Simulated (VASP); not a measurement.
# YRh5 (P6/mmm) in VASP: single point with LDA

Aim: the single point of YRh5 with LDA.

Everything below comes from runs of VASP 6.6.1. Logs are shortened: lines on timing, memory, paths and dates and some standing lists are left out, and cuts for length are marked.

## 1. The cell of the first run

It takes space group P6/mmm (No. 191, hexagonal). Conventional cell: a = 5.141 Å, b = 5.141 Å, c = 4.294 Å, α = 90.00°, β = 90.00°, γ = 120.00°. Within 3.9 Å of Y (site symmetry 6/mmm) lie 18 Rh at 2.97 to 3.35 Å. Rh (site symmetry -6m2) has 9 Rh at 2.61 to 2.97 Å and 3 Y at 2.97 Å within 3.4 Å. Within 3.4 Å of Rh (site symmetry mmm) lie 8 Rh at 2.57 to 2.61 Å and 4 Y at 3.35 Å.

## 2. Single point, LDA

Contents of INCAR:

```
PREC = Accurate
ENCUT = 520
EDIFF = 1E-6
ISMEAR = 1
SIGMA = 0.05
LREAL = F
LASPH = T
NELM = 80
ALGO = Normal
ISIF = 2
LWAVE = F
LCHARG = T
LELF = T
LVHAR = T
NBANDS = 52
```

Contents of KPOINTS:

```
regular mesh
0
Gamma
  5 5 5
```

Contents of POSCAR:

```
YRh5
1.0
    5.1410000000      0.0000000000      0.0000000000
   -2.5705000000      4.4522370000      0.0000000000
    0.0000000000      0.0000000000      4.2940000000
Y Rh
1 5
Direct
    0.0000000000      0.0000000000      0.0000000000
    0.3333330000      0.6666670000      0.0000000000
    0.6666670000      0.3333330000      0.0000000000
    0.5000000000      0.0000000000      0.5000000000
    0.5000000000      0.5000000000      0.5000000000
    0.0000000000      0.5000000000      0.5000000000
```

Potentials or basis: VASP PAW LDA potentials, release 64 (Y_sv, Rh_pv).

On the command line:

```bash
$ cat potpaw_LDA.64/Y_sv/POTCAR potpaw_LDA.64/Rh_pv/POTCAR > POTCAR
$ mpirun -np 1 vasp_std > vasp.out
```

OUTCAR:

```text
PREC = Accurate
   ENCUT = 520
   EDIFF = 1E-6
   ISMEAR = 1
   LREAL = F
   LASPH = T
   NELM = 80
   ISIF = 2

 ion  position               nearest neighbor table
   1  0.000  0.000  0.000-   2 2.97   3 2.97   3 2.97   2 2.97   3 2.97   2 2.97   4 3.35   4 3.35
                             4 3.35   4 3.35   6 3.35   6 3.35   6 3.35   5 3.35   5 3.35   6 3.35
   2  0.333  0.667  0.000-   6 2.61   6 2.61   4 2.61   4 2.61   5 2.61   5 2.61   1 2.97   3 2.97
                             3 2.97   1 2.97   1 2.97   3 2.97
   3  0.667  0.333  0.000-   6 2.61   6 2.61   4 2.61   4 2.61   5 2.61   5 2.61   1 2.97   2 2.97
                             2 2.97   1 2.97   1 2.97   2 2.97
   4  0.500  0.000  0.500-   5 2.57   6 2.57   5 2.57   6 2.57   2 2.61   3 2.61   2 2.61   3 2.61
                             1 3.35   1 3.35   1 3.35   1 3.35
   5  0.500  0.500  0.500-   6 2.57   6 2.57   4 2.57   4 2.57   2 2.61   3 2.61   2 2.61   3 2.61
                             1 3.35   1 3.35   1 3.35   1 3.35
   6  0.000  0.500  0.500-   5 2.57   5 2.57   4 2.57   4 2.57   2 2.61   3 2.61   2 2.61   3 2.61
                             1 3.35   1 3.35   1 3.35   1 3.35

  LATTYP: Found a hexagonal cell.
 ALAT       =     5.1410000000
 C/A-ratio  =     0.8352460611

  Lattice vectors:

 A1 = (   5.1410000000,   0.0000000000,   0.0000000000)
 A2 = (  -2.5705000000,   4.4522370000,   0.0000000000)
 A3 = (   0.0000000000,   0.0000000000,   4.2940000000)

Analysis of symmetry for initial positions (statically):
=====================================================================
 Subroutine PRICEL returns:
 Original cell was already a primitive cell.

 Routine SETGRP: Setting up the symmetry group for a
 hexagonal supercell.

 Subroutine GETGRP returns: Found 24 space group operations
 (whereof 24 operations were pure point group operations)
 out of a pool of 24 trial point group operations.

The static configuration has the point symmetry D_6h.

Analysis of symmetry for dynamics (positions and initial velocities):
=====================================================================
 Subroutine PRICEL returns:
 Original cell was already a primitive cell.

 Routine SETGRP: Setting up the symmetry group for a
 hexagonal supercell.

 Subroutine GETGRP returns: Found 24 space group operations
 (whereof 24 operations were pure point group operations)
 out of a pool of 24 trial point group operations.

The dynamic configuration has the point symmetry D_6h.

 Subroutine INISYM returns: Found 24 space group operations
 (whereof 24 operations are pure point group operations),
 and found     1 'primitive' translations
[... 98 lines left out ...]
   NFREE  =      0    steps in history (QN), initial steepest desc. (CG)
   ISIF   =      2    stress and relaxation
   ISYM   =      2    0-nonsym 1-usesym 2-fastsym
   POTIM  = 0.5000    time-step for ionic-motion
   TEBEG  =    0.0;   TEEND  =   0.0 temperature during run
   PSTRESS=    0.0 pullay stress
   NELECT =      86.0000    total number of electrons
   NUPDOWN=      -1.0000    fix difference up-down
   EMIN   =  10.00;   EMAX   =-10.00  energy-range for DOS
   EFERMI =   0.00;   METHOD = LEGACY
   ISMEAR =     1;   SIGMA  =   0.05  broadening in eV -4-tet -1-fermi 0-gaus
   EFERMI_NEDOS =   21; number of points for ismear=-14 and -15
   IALGO  =     38    algorithm
   IMIX   =      4    mixing-type and parameters
     AMIX     =   0.40;   BMIX     =  1.00
     AMIX_MAG =   1.60;   BMIX_MAG =  1.00
  volume/ion in A,a.u.               =      16.38       110.54
  Fermi-wavevector in a.u.,A,eV,Ry     =   1.565831  2.958992 33.359146  2.451828
  Thomas-Fermi vector in A             =   2.668249
   LORBIT       =      0    0 simple, 1 ext, 2 COOP (PROOUT), +10 PAW based schemes
   GGA     = CA    functional components
   LHFCALC =     F    Hartree Fock is set to
   AEXX    =    0.0000 exact exchange contribution
   IVDW    =     0    specifies the selected vdW correction
   LEPSILON=     F    determine dielectric tensor
   LRPA    =     F    only Hartree local field effects (RPA)
 non-spin polarized calculation
 Methfessel and Paxton  Order N= 1 SIGMA  =   0.05
  energy-cutoff  :      520.00
  volume of cell :       98.29
 maximum number of plane-waves:      2680
 NGX is ok and might be reduce to    40
   NGX = 19   NGY = 19   NGZ = 15

 number of electron      85.9999992 magnetization

 Free energy of the ion-electron system (eV)
  ---------------------------------------------------
  ext. energy  EPLUGINS =         0.00000000
  ---------------------------------------------------
  free energy    TOTEN  =       -51.99290292 eV

  energy without entropy =      -51.99498518  energy(sigma->0) =      -51.99359701

 E-fermi :   8.7279     XC(G=0): -13.0482

 val. band max:        8.6913008502   @ k =   0.2000   0.0000   0.4000
 cond. band min:       8.7309683613   @ k =   0.4000   0.0000   0.0000
 fundamental gap:      0.0396675110
 Fermi energy:         8.7278569084

 k-point     1 :       0.0000    0.0000    0.0000
  band No.  band energies     occupation
      1     -37.9906      2.00000
      2     -37.8060      2.00000
      3     -37.4691      2.00000
      4     -37.4690      2.00000
      5     -37.3791      2.00000
      6     -37.3790      2.00000
[... 814 lines left out ...]
     51      12.9658      0.00000
     52      13.1037      0.00000

------------------------ aborting loop because EDIFF is reached ----------------------------------------

  FORCE on cell =-STRESS in cart. coord.  units (eV):
  Direction    XX          YY          ZZ          XY          YZ          ZX
  --------------------------------------------------------------------------------------
  -------------------------------------------------------------------------------------
  Total       -2.5798431     -2.5798435     -4.5113607      0.0000000      0.0000000      0.0000000
  in kB      -42.0548369    -42.0548445    -73.5411162      0.0000000      0.0000000      0.0000000
  external PRESSURE =     -52.5502659 kB  Pullay stress =       0.0000000 kB

 VOLUME and BASIS-vectors are now :
 -----------------------------------------------------------------------------
  energy-cutoff  :      520.00
  volume of cell :       98.29
      direct lattice vectors                 reciprocal lattice vectors
     5.141000000  0.000000000  0.000000000     0.194514686  0.112303096  0.000000000
    -2.570500000  4.452237000  0.000000000     0.000000000  0.224606192  0.000000000
     0.000000000  0.000000000  4.294000000     0.000000000  0.000000000  0.232883093

 POSITION                                       TOTAL-FORCE (eV/Angst)
 -----------------------------------------------------------------------------------
      0.00000      0.00000      0.00000        -0.000000      0.000000      0.000000
     -0.00000      2.96816      0.00000         0.000000      0.000000      0.000000
      2.57050      1.48408      0.00000        -0.000000     -0.000000     -0.000000
      2.57050      0.00000      2.14700        -0.000000      0.000000      0.000000
      1.28525      2.22612      2.14700        -0.000000      0.000000      0.000000
     -1.28525      2.22612      2.14700        -0.000000      0.000000      0.000000
 -----------------------------------------------------------------------------------
    total drift:                               -0.000000      0.000000      0.000000

  FREE ENERGIE OF THE ION-ELECTRON SYSTEM (eV)
  ---------------------------------------------------
  free  energy   TOTEN  =       -51.9929029206 eV

  energy  without entropy=      -51.9949851822  energy(sigma->0) =      -51.99359701
```

OSZICAR:

```text
N       E                     dE             d eps       ncg     rms          rms(c)
DAV:   1     0.106434189274E+04    0.10643E+04   -0.52510E+04  1560   0.186E+03
DAV:   2    -0.105671566485E+02   -0.10749E+04   -0.10501E+04  1620   0.573E+02
DAV:   3    -0.529041641069E+02   -0.42337E+02   -0.40782E+02  1744   0.114E+02
DAV:   4    -0.547248056351E+02   -0.18206E+01   -0.18106E+01  2340   0.172E+01
DAV:   5    -0.547506991086E+02   -0.25893E-01   -0.25887E-01  1748   0.201E+00    0.399E+01
DAV:   6    -0.529789037425E+02    0.17718E+01   -0.10842E+01  1640   0.243E+01    0.183E+01
DAV:   7    -0.547237455433E+02   -0.17448E+01   -0.20142E+01  1736   0.298E+01    0.212E+01
DAV:   8    -0.520173133784E+02    0.27064E+01   -0.69560E+00  1876   0.188E+01    0.976E+00
DAV:   9    -0.520028586753E+02    0.14455E-01   -0.45217E-01  1848   0.352E+00    0.368E+00
DAV:  10    -0.519961496279E+02    0.67090E-02   -0.60098E-02  1688   0.141E+00    0.972E-01
DAV:  11    -0.519929495510E+02    0.32001E-02   -0.14217E-02  1792   0.107E+00    0.225E-01
DAV:  12    -0.519929145122E+02    0.35039E-04   -0.63802E-04  1700   0.200E-01    0.129E-01
DAV:  13    -0.519929033104E+02    0.11202E-04   -0.90914E-05  1712   0.759E-02    0.114E-02
DAV:  14    -0.519929029206E+02    0.38979E-06   -0.79568E-06  1804   0.171E-02
   1 F= -.51992903E+02 E0= -.51993597E+02  d E =0.208226E-02
```

Run time: 100 s. Hardware: 1 thread of Intel Xeon Platinum 8259CL at 2.50GHz (Skylake/Cascade Lake), shared host; peak memory 0.22 GiB.

Results:

```yaml
Free_energy: -51.9929 eV
Pressure: -5.3 GPa
Band_gap_on_the_k_mesh: zero (bands 43 and 44 overlap by 1.64 eV)
```

Caveat: the cell stands under tension.
